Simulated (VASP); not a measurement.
# Ti3Br (Pm-3m) in VASP: notebook

The runs below take Ti3Br through single point, with PBE.

All numbers are computed with VASP 6.6.1; they aren't measurements. Logs are shortened: lines on timing, memory, paths and dates and some standing lists are left out, and cuts for length are marked.

### Step 1. The cell of the first run

It takes space group Pm-3m (No. 221, cubic). The conventional cell has a = 4.091 Å, b = 4.091 Å, c = 4.091 Å, α = 90.00°, β = 90.00°, γ = 90.00°. Ti (site symmetry 4/mmm) has 8 Ti at 2.89 Å and 4 Br at 2.89 Å within 3.8 Å. Br (site symmetry m-3m) has 12 Ti at 2.89 Å within 3.8 Å.

The cell was built from a structure type or drawn by symmetry, and may not be a known phase.

### Step 2. Single point, PBE, collinear spin

INCAR reads:

```
ALGO     = Normal         # electronic algorithm
EDIFF    = 1E-6           # SCF threshold, eV
ENCUT    = 520            # plane-wave cutoff, eV
GGA      = PE             # functional
ISIF     = 2              # what is computed and relaxed
ISMEAR   = 0              # smearing method
ISPIN    = 2              # spin polarisation
LASPH    = T              # aspherical terms in the spheres
LCHARG   = F              # write CHGCAR
LMAXMIX  = 4              # l up to which the mixer works
LORBIT   = 11             # projections on sites
LREAL    = F              # projectors in reciprocal space
LWAVE    = F              # write WAVECAR
MAGMOM   = 1 1 1 0        # initial moments
NBANDS   = 34             # bands
NELM     = 150            # most SCF steps
PREC     = Accurate       # precision mode
SIGMA    = 0.1            # smearing width, eV
```

KPOINTS reads:

```
k-points
0
Gamma
  4 4 4
```

POSCAR reads:

```
Ti3Br
1.0
    4.0906064747      0.0000000000      0.0000000000
    0.0000000000      4.0906064747      0.0000000000
    0.0000000000      0.0000000000      4.0906064747
Ti Br
3 1
Direct
    0.5000000000      0.0000000000      0.0000000000
    0.0000000000      0.5000000000      0.0000000000
    0.0000000000      0.0000000000      0.5000000000
    0.5000000000      0.5000000000      0.5000000000
```

Potentials or basis: VASP PAW PBE potentials, release 64 (Ti_sv, Br).

Command:

```console
$ cat potpaw_PBE.64/Ti_sv/POTCAR potpaw_PBE.64/Br/POTCAR > POTCAR
$ mpirun -np 1 vasp_std > vasp.out
```

OUTCAR:

```text
EDIFF = 1E-6
   ENCUT = 520
   GGA = PE
   ISIF = 2
   ISMEAR = 0
   ISPIN = 2
   LASPH = T
   LORBIT = 11
   LREAL = F
   NELM = 150
   PREC = Accurate

 ion  position               nearest neighbor table
   1  0.500  0.000  0.000-   2 2.89   3 2.89   3 2.89   2 2.89   2 2.89   3 2.89   3 2.89   2 2.89

   2  0.000  0.500  0.000-   1 2.89   3 2.89   3 2.89   1 2.89   3 2.89   3 2.89   1 2.89   1 2.89

   3  0.000  0.000  0.500-   1 2.89   2 2.89   1 2.89   2 2.89   2 2.89   2 2.89   1 2.89   1 2.89

   4  0.500  0.500  0.500-

  LATTYP: Found a simple cubic cell.
 ALAT       =     4.0906064747

  Lattice vectors:

 A1 = (   4.0906064747,   0.0000000000,   0.0000000000)
 A2 = (   0.0000000000,   4.0906064747,   0.0000000000)
 A3 = (   0.0000000000,   0.0000000000,   4.0906064747)

Analysis of symmetry for initial positions (statically):
=====================================================================
 Subroutine PRICEL returns:
 Original cell was already a primitive cell.

 Routine SETGRP: Setting up the symmetry group for a
 simple cubic supercell.

 Subroutine GETGRP returns: Found 48 space group operations
 (whereof 48 operations were pure point group operations)
 out of a pool of 48 trial point group operations.

The static configuration has the point symmetry O_h .

Analysis of symmetry for dynamics (positions and initial velocities):
=====================================================================
 Subroutine PRICEL returns:
 Original cell was already a primitive cell.

 Routine SETGRP: Setting up the symmetry group for a
 simple cubic supercell.

 Subroutine GETGRP returns: Found 48 space group operations
 (whereof 48 operations were pure point group operations)
 out of a pool of 48 trial point group operations.

The dynamic configuration has the point symmetry O_h .

Analysis of structural, dynamic, and magnetic symmetry:
=====================================================================
 Subroutine PRICEL returns:
 Original cell was already a primitive cell.

 Routine SETGRP: Setting up the symmetry group for a
 simple cubic supercell.

 Subroutine GETGRP returns: Found 48 space group operations
 (whereof 48 operations were pure point group operations)
 out of a pool of 48 trial point group operations.

The overall configuration has the point symmetry O_h .

 Subroutine INISYM returns: Found 48 space group operations
 (whereof 48 operations are pure point group operations),
 and found     1 'primitive' translations

----------------------------------------------------------------------------------------

                                     Primitive cell

  volume of cell :      68.4484

  direct lattice vectors                    reciprocal lattice vectors
     4.090606475  0.000000000  0.000000000     0.244462528  0.000000000  0.000000000
     0.000000000  4.090606475  0.000000000     0.000000000  0.244462528  0.000000000
     0.000000000  0.000000000  4.090606475     0.000000000  0.000000000  0.244462528

  length of vectors
     4.090606475  4.090606475  4.090606475     0.244462528  0.244462528  0.244462528

  position of ions in fractional coordinates (direct lattice)
     0.500000000  0.000000000  0.000000000
     0.000000000  0.500000000  0.000000000
     0.000000000  0.000000000  0.500000000
     0.500000000  0.500000000  0.500000000

  ion indices of the primitive-cell ions
   primitive index   ion index
                 1           1
                 2           2
                 3           3
                 4           4

----------------------------------------------------------------------------------------

 KPOINTS: k-points

Automatic generation of k-mesh.
 Grid dimensions read from file:
 generate k-points for:    4    4    4

 Generating k-lattice:

  Cartesian coordinates                     Fractional coordinates (reciprocal lattice)
     0.061115632  0.000000000  0.000000000     0.250000000  0.000000000  0.000000000
     0.000000000  0.061115632  0.000000000     0.000000000  0.250000000  0.000000000
     0.000000000  0.000000000  0.061115632     0.000000000  0.000000000  0.250000000

  Length of vectors
     0.061115632  0.061115632  0.061115632

  Shift w.r.t. Gamma in fractional coordinates (k-lattice)
     0.000000000  0.000000000  0.000000000

 Subroutine IBZKPT returns following result:
 ===========================================

 Found     10 irreducible k-points:

 Following reciprocal coordinates:
            Coordinates               Weight
  0.000000  0.000000  0.000000      1.000000
  0.250000  0.000000  0.000000      6.000000
  0.500000  0.000000  0.000000      3.000000
  0.250000  0.250000  0.000000     12.000000
  0.500000  0.250000  0.000000     12.000000
  0.500000  0.500000  0.000000      3.000000
  0.250000  0.250000  0.250000      8.000000
  0.500000  0.250000  0.250000     12.000000
  0.500000  0.500000  0.250000      6.000000
  0.500000  0.500000  0.500000      1.000000
   k-points           NKPTS =     10   k-points in BZ     NKDIM =     10   number of bands    NBANDS=     34
   number of dos      NEDOS =    301   number of ions     NIONS =      4
   total plane-waves  NPLWV =  27000
   dimension x,y,z NGX =    30 NGY =   30 NGZ =   30
   dimension x,y,z NGXF=    60 NGYF=   60 NGZF=   60
   ions per type =               3   1
   NGX,Y,Z   is equivalent  to a cutoff of  12.19, 12.19, 12.19 a.u.
   NGXF,Y,Z  is equivalent  to a cutoff of  24.38, 24.38, 24.38 a.u.
 SYSTEM =  unknown system
   PREC   = accura    normal or accurate (medium, high low for compatibility)
   ISTART =      0    job   : 0-new  1-cont  2-samecut
   ICHARG =      2    charge: 1-file 2-atom 10-const
   ISPIN  =      2    spin polarized calculation?
   LNONCOLLINEAR =      F non collinear calculations
   LSORBIT =      F    spin-orbit coupling
   LASPH  =      T    aspherical Exc in radial PAW
   ENCUT  =  520.0 eV  38.22 Ry    6.18 a.u.   7.61  7.61  7.61*2*pi/ulx,y,z
   NELM   =    150;   NELMIN=  2; NELMDL= -5     # of ELM steps
   EDIFF  = 0.1E-05   stopping-criterion for ELM
   LREAL  =      F    real-space projection
   EDIFFG = 0.1E-04   stopping-criterion for IOM
   NSW    =      0    number of steps for IOM
   IBRION =     -1    ionic relax: 0-MD 1-quasi-New 2-CG
   NFREE  =      0    steps in history (QN), initial steepest desc. (CG)
   ISIF   =      2    stress and relaxation
   ISYM   =      2    0-nonsym 1-usesym 2-fastsym
   POTIM  = 0.5000    time-step for ionic-motion
   TEBEG  =    0.0;   TEEND  =   0.0 temperature during run
   PSTRESS=    0.0 pullay stress
   NELECT =      43.0000    total number of electrons
   NUPDOWN=      -1.0000    fix difference up-down
   EMIN   =  10.00;   EMAX   =-10.00  energy-range for DOS
   EFERMI =   0.00;   METHOD = LEGACY
   ISMEAR =     0;   SIGMA  =   0.10  broadening in eV -4-tet -1-fermi 0-gaus
   EFERMI_NEDOS =   21; number of points for ismear=-14 and -15
   IALGO  =     38    algorithm
   IMIX   =      4    mixing-type and parameters
     AMIX     =   0.40;   BMIX     =  1.00
     AMIX_MAG =   1.60;   BMIX_MAG =  1.00
  volume/ion in A,a.u.               =      17.11       115.48
  Fermi-wavevector in a.u.,A,eV,Ry     =   1.402092  2.649570 26.747189  1.965863
  Thomas-Fermi vector in A             =   2.524888
   LORBIT       =     11    0 simple, 1 ext, 2 COOP (PROOUT), +10 PAW based schemes
   GGA     = PE    functional components
   LHFCALC =     F    Hartree Fock is set to
   AEXX    =    0.0000 exact exchange contribution
   IVDW    =     0    specifies the selected vdW correction
   LEPSILON=     F    determine dielectric tensor
   LRPA    =     F    only Hartree local field effects (RPA)
 spin polarized calculation
 Gauss-broadening in eV      SIGMA  =   0.10
  energy-cutoff  :      520.00
  volume of cell :       68.45
 maximum number of plane-waves:      1856
   NGX = 15   NGY = 15   NGZ = 15

 number of electron      43.0000032 magnetization       0.0038091

 Free energy of the ion-electron system (eV)
  ---------------------------------------------------
  ext. energy  EPLUGINS =         0.00000000
  ---------------------------------------------------
  free energy    TOTEN  =       -23.93145476 eV

  energy without entropy =      -23.89999031  energy(sigma->0) =      -23.91572253

 E-fermi :   9.2243     XC(G=0): -11.4996

 val. band max:        9.2204010258   @ k =   0.5000   0.5000   0.5000
 cond. band min:       9.2252286687   @ k =   0.5000   0.0000   0.0000
 fundamental gap:      0.0048276429
 Fermi energy:         9.2243314345

 spin component 1

 k-point     1 :       0.0000    0.0000    0.0000
  band No.  band energies     occupation
      1     -47.6207      1.00000
      2     -47.4888      1.00000
      3     -47.4888      1.00000
      4     -24.0909      1.00000
      5     -24.0909      1.00000
      6     -24.0909      1.00000
[... 349 lines left out ...]
     32      12.5357      0.00000
     33      15.4506      0.00000
 Fermi energy:         9.2243314345

 spin component 2

 k-point     1 :       0.0000    0.0000    0.0000
  band No.  band energies     occupation
      1     -47.6199      1.00000
      2     -47.4880      1.00000
      3     -47.4880      1.00000
      4     -24.0900      1.00000
      5     -24.0900      1.00000
      6     -24.0900      1.00000
[... 349 lines left out ...]
     32      12.5367      0.00000
     33      15.4531      0.00000
 [bands above 33 left out]

------------------------ aborting loop because EDIFF is reached ----------------------------------------

  FORCE on cell =-STRESS in cart. coord.  units (eV):
  Direction    XX          YY          ZZ          XY          YZ          ZX
  --------------------------------------------------------------------------------------
  -------------------------------------------------------------------------------------
  Total       -0.1444516     -0.1444516     -0.1444516     -0.0000000     -0.0000000      0.0000000
  in kB       -3.3811926     -3.3811926     -3.3811926     -0.0000000     -0.0000000      0.0000000
  external PRESSURE =      -3.3811926 kB  Pullay stress =       0.0000000 kB

 VOLUME and BASIS-vectors are now :
 -----------------------------------------------------------------------------
  energy-cutoff  :      520.00
  volume of cell :       68.45
      direct lattice vectors                 reciprocal lattice vectors
     4.090606475  0.000000000  0.000000000     0.244462528  0.000000000  0.000000000
     0.000000000  4.090606475  0.000000000     0.000000000  0.244462528  0.000000000
     0.000000000  0.000000000  4.090606475     0.000000000  0.000000000  0.244462528

 POSITION                                       TOTAL-FORCE (eV/Angst)
 -----------------------------------------------------------------------------------
      2.04530      0.00000      0.00000         0.000000      0.000000      0.000000
      0.00000      2.04530      0.00000         0.000000      0.000000      0.000000
      0.00000      0.00000      2.04530         0.000000      0.000000      0.000000
      2.04530      2.04530      2.04530         0.000000      0.000000      0.000000
 -----------------------------------------------------------------------------------
    total drift:                                0.000000     -0.000000      0.000000

  FREE ENERGIE OF THE ION-ELECTRON SYSTEM (eV)
  ---------------------------------------------------
  free  energy   TOTEN  =       -23.9314547552 eV

  energy  without entropy=      -23.8999903067  energy(sigma->0) =      -23.91572253

 total charge

# of ion       s       p       d       tot
------------------------------------------
    1        2.212   6.074   2.026  10.312
    2        2.212   6.074   2.026  10.312
    3        2.212   6.074   2.026  10.312
    4        1.630   3.051   0.146   4.828
--------------------------------------------------
tot          8.267  21.273   6.224  35.764

 magnetization (x)

# of ion       s       p       d       tot
------------------------------------------
    1        0.000   0.000   0.001   0.001
    2        0.000   0.000   0.001   0.001
    3        0.000   0.000   0.001   0.001
    4        0.000  -0.000   0.000  -0.000
--------------------------------------------------
tot          0.000   0.000   0.002   0.002
```

It took 69 s on 1 thread of Intel Xeon Platinum 8375C at 2.90GHz (Ice Lake), shared host; peak memory 0.2 GiB.

What came out:

* Free energy: -23.9315 eV
* Pressure: -0.3 GPa
* Net moment: 0.00 μB per cell
* Valence electrons inside the program's atomic spheres: Ti 10.31; Br 4.83

Levels at points of the mesh, in eV from the Fermi level:
Spin up:
```tsv
k point	band 18	band 19	band 20	band 21	band 22	band 23	band 24	band 25
(0.00, 0.00, 0.00)	-2.57	-2.57	-1.62	-1.62	-1.62	-0.96	1.25	1.25
(0.50, 0.00, 0.00)	-1.24	-0.94	-0.70	-0.07	0.00	0.00	0.29	0.91
(0.50, 0.50, 0.00)	-0.68	-0.68	-0.68	0.14	0.14	0.78	0.97	1.11
(0.50, 0.50, 0.50)	-2.55	-2.55	0.00	0.30	0.30	0.30	0.49	1.29
```
Spin down:
```
           k point  band 18  band 19  band 20  band 21  band 22  band 23  band 24  band 25
(0.00, 0.00, 0.00)    -2.57    -2.57    -1.62    -1.62    -1.62    -0.96     1.25     1.25
(0.50, 0.00, 0.00)    -1.24    -0.94    -0.70    -0.06     0.00     0.00     0.30     0.91
(0.50, 0.50, 0.00)    -0.68    -0.68    -0.68     0.14     0.14     0.78     0.97     1.11
(0.50, 0.50, 0.50)    -2.54    -2.54     0.00     0.30     0.30     0.30     0.49     1.29
```

Caveat: the k points lie up to 0.38 Å⁻¹ apart.

(Part 1 of 2 ends here.)
